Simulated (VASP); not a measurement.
# CuSi16 (a cell with a defect) in VASP: relaxation of the atoms with PBE

Aim: the relaxation of the atoms of CuSi16 (a cell with a defect) with PBE.

Program: VASP 6.6.1. These are calculated values, not measurements. Logs are shortened: lines on timing, memory, paths and dates and some standing lists are left out, and cuts for length are marked.

### 1 The cell of the first run

The cell holds a defect, 17 atoms: a = 7.679 Å, b = 7.679 Å, c = 7.679 Å, α = 60.00°, β = 60.00°, γ = 60.00°.

### 2 Relaxation of the atoms, PBE

INCAR reads:

```
ALGO     = Normal         # electronic algorithm
EDIFF    = 1E-6           # SCF threshold, eV
EDIFFG   = -0.03          # ionic threshold
ENCUT    = 520            # plane-wave cutoff, eV
GGA      = PE             # functional
IBRION   = 2              # ionic algorithm
ISIF     = 2              # what is computed and relaxed
ISMEAR   = 0              # smearing method
LASPH    = True           # aspherical terms in the spheres
LCHARG   = False          # write CHGCAR
LREAL    = Auto         
LWAVE    = False          # write WAVECAR
NELECT   = 74.0         
NELM     = 80             # most SCF steps
NSW      = 80             # ionic steps
PREC     = Accurate       # precision mode
SIGMA    = 0.02           # smearing width, eV
```

KPOINTS reads:

```
k-points
0
Gamma
  2 2 2
```

POSCAR reads:

```
CuSi16
1.0
    0.0000000000      5.4300000000      5.4300000000
    5.4300000000      0.0000000000      5.4300000000
    5.4300000000      5.4300000000      0.0000000000
Si Cu
16 1
Direct
    0.0000000000      0.0000000000      0.0000000000
    0.1250000000      0.1250000000      0.1250000000
    0.0000000000      0.0000000000      0.5000000000
    0.1250000000      0.1250000000      0.6250000000
    0.0000000000      0.5000000000      0.0000000000
    0.1250000000      0.6250000000      0.1250000000
    0.0000000000      0.5000000000      0.5000000000
    0.1250000000      0.6250000000      0.6250000000
    0.5000000000      0.0000000000      0.0000000000
    0.6250000000      0.1250000000      0.1250000000
    0.5000000000      0.0000000000      0.5000000000
    0.6250000000      0.1250000000      0.6250000000
    0.5000000000      0.5000000000      0.0000000000
    0.6250000000      0.6250000000      0.1250000000
    0.5000000000      0.5000000000      0.5000000000
    0.6250000000      0.6250000000      0.6250000000
    0.3853534700      0.3583725600      0.3783132800
```

Potentials or basis: VASP PAW PBE potentials, release 64 (Si, Cu).

Run with:

```console
$ cat potpaw_PBE.64/Si/POTCAR potpaw_PBE.64/Cu/POTCAR > POTCAR
$ mpirun -np 1 vasp_std > vasp.out
```

OUTCAR:

```text
EDIFF = 1E-6
   EDIFFG = -0.03
   ENCUT = 520
   GGA = PE
   IBRION = 2
   ISIF = 2
   ISMEAR = 0
   LASPH = True
   LREAL = Auto
   NELECT = 74.0
   NELM = 80
   NSW = 80
   PREC = Accurate

 ion  position               nearest neighbor table
   1  0.000  0.000  0.000-   2 2.35   4 2.35   6 2.35  10 2.35
   2  0.125  0.125  0.125-   1 2.35   3 2.35   5 2.35   9 2.35
   3  0.000  0.000  0.500-   2 2.35   4 2.35   8 2.35  12 2.35
   4  0.125  0.125  0.625-   1 2.35   3 2.35   7 2.35  11 2.35  17 2.68
   5  0.000  0.500  0.000-   2 2.35   6 2.35   8 2.35  14 2.35
   6  0.125  0.625  0.125-   1 2.35   5 2.35   7 2.35  13 2.35  17 2.79
   7  0.000  0.500  0.500-   4 2.35   6 2.35   8 2.35  16 2.35  17 2.42
   8  0.125  0.625  0.625-   3 2.35   5 2.35   7 2.35  15 2.35  17 2.79
   9  0.500  0.000  0.000-   2 2.35  10 2.35  12 2.35  14 2.35
  10  0.625  0.125  0.125-   1 2.35   9 2.35  11 2.35  13 2.35  17 2.64
  11  0.500  0.000  0.500-  17 2.25  10 2.35  12 2.35  16 2.35   4 2.35
  12  0.625  0.125  0.625-   3 2.35   9 2.35  11 2.35  15 2.35  17 2.64
  13  0.500  0.500  0.000-   6 2.35  10 2.35  14 2.35  16 2.35  17 2.37
  14  0.625  0.625  0.125-   5 2.35   9 2.35  13 2.35  15 2.35  17 2.75
  15  0.500  0.500  0.500-   8 2.35  12 2.35  14 2.35  16 2.35  17 2.37
  16  0.625  0.625  0.625-   7 2.35  11 2.35  13 2.35  15 2.35
  17  0.385  0.358  0.378-  11 2.25  15 2.37  13 2.37   7 2.42  12 2.64  10 2.64   4 2.68  14 2.75
                             8 2.79   6 2.79

  LATTYP: Found a face centered cubic cell.
 ALAT       =    10.8600000000

  Lattice vectors:

 A1 = (   0.0000000000,   5.4300000000,   5.4300000000)
 A2 = (   5.4300000000,   0.0000000000,   5.4300000000)
 A3 = (   5.4300000000,   5.4300000000,   0.0000000000)

Analysis of symmetry for initial positions (statically):
=====================================================================
 Subroutine PRICEL returns:
 Original cell was already a primitive cell.

 Routine SETGRP: Setting up the symmetry group for a
 face centered cubic supercell.

 Subroutine GETGRP returns: Found  1 space group operations
 (whereof  1 operations were pure point group operations)
 out of a pool of 48 trial point group operations.

The static configuration has the point symmetry C_1 .

Analysis of symmetry for dynamics (positions and initial velocities):
=====================================================================
 Subroutine PRICEL returns:
 Original cell was already a primitive cell.

 Routine SETGRP: Setting up the symmetry group for a
 face centered cubic supercell.

 Subroutine GETGRP returns: Found  1 space group operations
 (whereof  1 operations were pure point group operations)
 out of a pool of 48 trial point group operations.

The dynamic configuration has the point symmetry C_1 .

 Subroutine INISYM returns: Found  1 space group operations
 (whereof  1 operations are pure point group operations),
 and found     1 'primitive' translations

----------------------------------------------------------------------------------------

                                     Primitive cell

  volume of cell :     320.2060

  direct lattice vectors                    reciprocal lattice vectors
     0.000000000  5.430000000  5.430000000    -0.092081031  0.092081031  0.092081031
     5.430000000  0.000000000  5.430000000     0.092081031 -0.092081031  0.092081031
     5.430000000  5.430000000  0.000000000     0.092081031  0.092081031 -0.092081031

  length of vectors
     7.679179644  7.679179644  7.679179644     0.159489025  0.159489025  0.159489025

  position of ions in fractional coordinates (direct lattice)
     0.000000000  0.000000000  0.000000000
     0.125000000  0.125000000  0.125000000
     0.000000000  0.000000000  0.500000000
     0.125000000  0.125000000  0.625000000
     0.000000000  0.500000000  0.000000000
     0.125000000  0.625000000  0.125000000
[... 9 lines left out ...]
     0.625000000  0.625000000  0.625000000
     0.385353470  0.358372560  0.378313280

  ion indices of the primitive-cell ions
   primitive index   ion index
                 1           1
                 2           2
                 3           3
                 4           4
                 5           5
                 6           6
[... 9 lines left out ...]
                16          16
                17          17

----------------------------------------------------------------------------------------

 KPOINTS: k-points

Automatic generation of k-mesh.
 Grid dimensions read from file:
 generate k-points for:    2    2    2

 Generating k-lattice:

  Cartesian coordinates                     Fractional coordinates (reciprocal lattice)
    -0.046040516  0.046040516  0.046040516     0.500000000  0.000000000  0.000000000
     0.046040516 -0.046040516  0.046040516     0.000000000  0.500000000  0.000000000
     0.046040516  0.046040516 -0.046040516     0.000000000  0.000000000  0.500000000

  Length of vectors
     0.079744512  0.079744512  0.079744512

  Shift w.r.t. Gamma in fractional coordinates (k-lattice)
     0.000000000  0.000000000  0.000000000

 Subroutine IBZKPT returns following result:
 ===========================================

 Found      8 irreducible k-points:

 Following reciprocal coordinates:
            Coordinates               Weight
  0.000000  0.000000  0.000000      1.000000
  0.500000  0.000000  0.000000      1.000000
  0.000000  0.500000  0.000000      1.000000
  0.000000  0.000000  0.500000      1.000000
  0.500000  0.500000  0.500000      1.000000
  0.500000  0.500000  0.000000      1.000000
  0.000000  0.500000  0.500000      1.000000
  0.500000  0.000000  0.500000      1.000000
   k-points           NKPTS =      8   k-points in BZ     NKDIM =      8   number of bands    NBANDS=     46
   number of dos      NEDOS =    301   number of ions     NIONS =     17
   total plane-waves  NPLWV = 216000
   dimension x,y,z NGX =    60 NGY =   60 NGZ =   60
   dimension x,y,z NGXF=   120 NGYF=  120 NGZF=  120
   ions per type =              16   1
   NGX,Y,Z   is equivalent  to a cutoff of  12.99, 12.99, 12.99 a.u.
   NGXF,Y,Z  is equivalent  to a cutoff of  25.98, 25.98, 25.98 a.u.
 SYSTEM =  unknown system
   PREC   = accura    normal or accurate (medium, high low for compatibility)
   ISTART =      0    job   : 0-new  1-cont  2-samecut
   ICHARG =      2    charge: 1-file 2-atom 10-const
   ISPIN  =      1    spin polarized calculation?
   LNONCOLLINEAR =      F non collinear calculations
   LSORBIT =      F    spin-orbit coupling
   LASPH  =      T    aspherical Exc in radial PAW
   ENCUT  =  520.0 eV  38.22 Ry    6.18 a.u.  14.28 14.28 14.28*2*pi/ulx,y,z
   NELM   =     80;   NELMIN=  2; NELMDL= -5     # of ELM steps
   EDIFF  = 0.1E-05   stopping-criterion for ELM
   LREAL  =      T    real-space projection
   EDIFFG = -.3E-01   stopping-criterion for IOM
   NSW    =     80    number of steps for IOM
   IBRION =      2    ionic relax: 0-MD 1-quasi-New 2-CG
   NFREE  =      1    steps in history (QN), initial steepest desc. (CG)
   ISIF   =      2    stress and relaxation
   ISYM   =      2    0-nonsym 1-usesym 2-fastsym
   POTIM  = 0.5000    time-step for ionic-motion
   TEBEG  =    0.0;   TEEND  =   0.0 temperature during run
   PSTRESS=    0.0 pullay stress
   NELECT =      74.0000    total number of electrons
   NUPDOWN=      -1.0000    fix difference up-down
   EMIN   =  10.00;   EMAX   =-10.00  energy-range for DOS
   EFERMI =   0.00;   METHOD = LEGACY
   ISMEAR =     0;   SIGMA  =   0.02  broadening in eV -4-tet -1-fermi 0-gaus
   EFERMI_NEDOS =   21; number of points for ismear=-14 and -15
   IALGO  =     38    algorithm
   IMIX   =      4    mixing-type and parameters
     AMIX     =   0.40;   BMIX     =  1.00
     AMIX_MAG =   1.60;   BMIX_MAG =  1.00
  volume/ion in A,a.u.               =      18.84       127.11
  Fermi-wavevector in a.u.,A,eV,Ry     =   1.004636  1.898488 13.732283  1.009294
  Thomas-Fermi vector in A             =   2.137265
   LORBIT       =      0    0 simple, 1 ext, 2 COOP (PROOUT), +10 PAW based schemes
   GGA     = PE    functional components
   LHFCALC =     F    Hartree Fock is set to
   AEXX    =    0.0000 exact exchange contribution
   IVDW    =     0    specifies the selected vdW correction
   LEPSILON=     F    determine dielectric tensor
   LRPA    =     F    only Hartree local field effects (RPA)
 conjugate gradient relaxation of ions
 non-spin polarized calculation
 Gauss-broadening in eV      SIGMA  =   0.02
  energy-cutoff  :      520.00
  volume of cell :      320.21
 maximum number of plane-waves:      8646
 NGX is ok and might be reduce to    60
   NGX = 29   NGY = 29   NGZ = 29

--------------------------------------- Ionic step        1  -------------------------------------------

 number of electron      74.0000005 magnetization

 Free energy of the ion-electron system (eV)
  ---------------------------------------------------
  ext. energy  EPLUGINS =         0.00000000
  ---------------------------------------------------
  free energy    TOTEN  =       -94.05585972 eV

  energy without entropy =      -94.05289542  energy(sigma->0) =      -94.05437757

------------------------ aborting loop because EDIFF is reached ----------------------------------------

  FORCE on cell =-STRESS in cart. coord.  units (eV):
  Direction    XX          YY          ZZ          XY          YZ          ZX
  --------------------------------------------------------------------------------------
  -------------------------------------------------------------------------------------
  Total       -0.5744750     -0.5736529     -0.5829253     -0.3271914     -0.5459680      0.5580925
  in kB       -2.8744331     -2.8703197     -2.9167153     -1.6371291     -2.7317964      2.7924622
  external PRESSURE =      -2.8871560 kB  Pullay stress =       0.0000000 kB
[... 134 lines left out ...]
  FREE ENERGIE OF THE ION-ELECTRON SYSTEM (eV)
  ---------------------------------------------------
  free  energy   TOTEN  =       -94.1777432910 eV

  energy  without entropy=      -94.1764470846  energy(sigma->0) =      -94.17709519

[... ionic steps 4 to 27 ...]

--------------------------------------- Ionic step       28  -------------------------------------------

 number of electron      74.0000002 magnetization

------------------------ aborting loop because EDIFF is reached ----------------------------------------

  FORCE on cell =-STRESS in cart. coord.  units (eV):
  Direction    XX          YY          ZZ          XY          YZ          ZX
  --------------------------------------------------------------------------------------
  -------------------------------------------------------------------------------------
  Total       -1.6784448     -1.6752599     -1.7786222     -0.0480052     -0.1360324      0.1365213
  in kB       -8.3982375     -8.3823018     -8.8994835     -0.2401979     -0.6806496      0.6830958
  external PRESSURE =      -8.5600076 kB  Pullay stress =       0.0000000 kB
[... 87 lines left out ...]
  energy  without entropy=      -94.2196395836  energy(sigma->0) =      -94.21963958

--------------------------------------- Ionic step       30  -------------------------------------------

 number of electron      74.0000002 magnetization

 Free energy of the ion-electron system (eV)
  ---------------------------------------------------
  ext. energy  EPLUGINS =         0.00000000
  ---------------------------------------------------
  free energy    TOTEN  =       -94.21988607 eV

  energy without entropy =      -94.21988607  energy(sigma->0) =      -94.21988607

 E-fermi :   6.3182     XC(G=0):  -9.6069

 val. band max:        6.2066812093   @ k =   0.0000   0.0000   0.0000
 cond. band min:       6.5210053691   @ k =   0.0000   0.0000   0.0000
 fundamental gap:      0.3143241598
 Fermi energy:         6.3181592364

 k-point     1 :       0.0000    0.0000    0.0000
  band No.  band energies     occupation
      1      -5.8963      2.00000
      2      -3.5456      2.00000
      3      -3.5090      2.00000
      4      -3.4765      2.00000
      5      -3.4749      2.00000
      6      -2.0499      2.00000
[... 425 lines left out ...]
  FREE ENERGIE OF THE ION-ELECTRON SYSTEM (eV)
  ---------------------------------------------------
  free  energy   TOTEN  =       -94.2198860665 eV

  energy  without entropy=      -94.2198860665  energy(sigma->0) =      -94.21988607

 reached required accuracy - stopping structural energy minimisation
```

Run time: 2 h. Hardware: 1 thread of Oxide Virtual Turin-like, shared host; peak memory 0.52 GiB.

Results:

* Free energy: -94.2199 eV
* Energy gained by relaxing: 9.6 meV/atom
* Ionic steps: 30
* Largest force after relaxing: 0.028 eV/Å

Forces in eV/Å, atoms in the order of the input:
```
Si   0.005  0.006  0.002
Si   0.007 -0.006  0.016
Si  -0.006 -0.005  0.002
Si  -0.010  0.010 -0.010
Si   0.007 -0.008  0.005
Si   0.000 -0.006  0.004
Si  -0.009  0.008  0.020
Si   0.005  0.001  0.004
Si   0.001 -0.001 -0.005
Si   0.002  0.004 -0.005
Si  -0.005  0.005  0.002
Si  -0.004 -0.002 -0.005
Si   0.014  0.000 -0.001
Si   0.002 -0.002 -0.008
Si   0.000 -0.014 -0.001
Si  -0.019  0.020  0.001
Cu   0.010 -0.011 -0.020
```

Step by step:
| step | energy change (eV) | largest force (eV/Å) | pressure (GPa) |
| --- | --- | --- | --- |
| 1 | 0.0000 | 1.3634 | -0.29 |
| 2 | -0.1217 | 0.3656 | -0.74 |
| 3 | -0.1219 | 0.3560 | -0.74 |
| 4 | -0.1304 | 0.1345 | -0.74 |
| 5 | -0.1308 | 0.1564 | -0.74 |
| 6 | -0.1340 | 0.1068 | -0.74 |
| 7 | -0.1347 | 0.0860 | -0.73 |
| 8 | -0.1363 | 0.0596 | -0.76 |
| 9 | -0.1368 | 0.0867 | -0.76 |
| 10 | -0.1379 | 0.0897 | -0.76 |
| 11 | -0.1382 | 0.0905 | -0.75 |
| 12 | -0.1390 | 0.0967 | -0.75 |
| 13 | -0.1413 | 0.1133 | -0.77 |
| 14 | -0.1445 | 0.1430 | -0.77 |
| 15 | -0.1447 | 0.3141 | -0.80 |
| 16 | -0.1457 | 0.2114 | -0.79 |
| 17 | -0.1465 | 0.2066 | -0.79 |
| 18 | -0.1485 | 0.1940 | -0.81 |
| 19 | -0.1517 | 0.1728 | -0.83 |
| 20 | -0.1544 | 0.1419 | -0.88 |
| 21 | -0.1560 | 0.1119 | -0.89 |
| 22 | -0.1581 | 0.0953 | -0.88 |
| 23 | -0.1592 | 0.0731 | -0.89 |
| 24 | -0.1611 | 0.0699 | -0.91 |
| 25 | -0.1611 | 0.0901 | -0.86 |
| 26 | -0.1622 | 0.0533 | -0.88 |
| 27 | -0.1631 | 0.0651 | -0.87 |
| 28 | -0.1636 | 0.0302 | -0.86 |
| 29 | -0.1638 | 0.0370 | -0.87 |
| 30 | -0.1640 | 0.0279 | -0.86 |

Final structure:
```cif
data_structure
_symmetry_space_group_name_H-M 'P 1'
_symmetry_Int_Tables_number 1
_cell_length_a 7.6792
_cell_length_b 7.6792
_cell_length_c 7.6792
_cell_angle_alpha 60.000
_cell_angle_beta 60.000
_cell_angle_gamma 60.000
_cell_volume 320.21
loop_
_atom_site_label
_atom_site_type_symbol
_atom_site_fract_x
_atom_site_fract_y
_atom_site_fract_z
_atom_site_occupancy
Si1 Si 0.99725 0.01141 0.99719 1
Si2 Si 0.12021 0.13543 0.12216 1
Si3 Si 0.99728 0.01142 0.49410 1
Si4 Si 0.13208 0.11868 0.62461 1
Si5 Si 0.99652 0.50909 0.99720 1
Si6 Si 0.11995 0.63677 0.11910 1
Si7 Si 0.00511 0.50482 0.49505 1
Si8 Si 0.11996 0.63678 0.62419 1
Si9 Si 0.49212 0.01179 0.99805 1
Si10 Si 0.62484 0.11804 0.13143 1
Si11 Si 0.51126 0.96583 0.51145 1
Si12 Si 0.62488 0.11802 0.62569 1
Si13 Si 0.49590 0.50542 0.00255 1
Si14 Si 0.62353 0.63716 0.11968 1
Si15 Si 0.49593 0.50544 0.49616 1
Si16 Si 0.63645 0.59493 0.63434 1
Cu1 Cu 0.39211 0.33735 0.38536 1
```

Caveat: the k points lie up to 0.50 Å⁻¹ apart; the cell carries a net charge on a neutralising background, which shifts energy and pressure; the cell is charged against a uniform background, so pressure and absolute levels hang on convention.
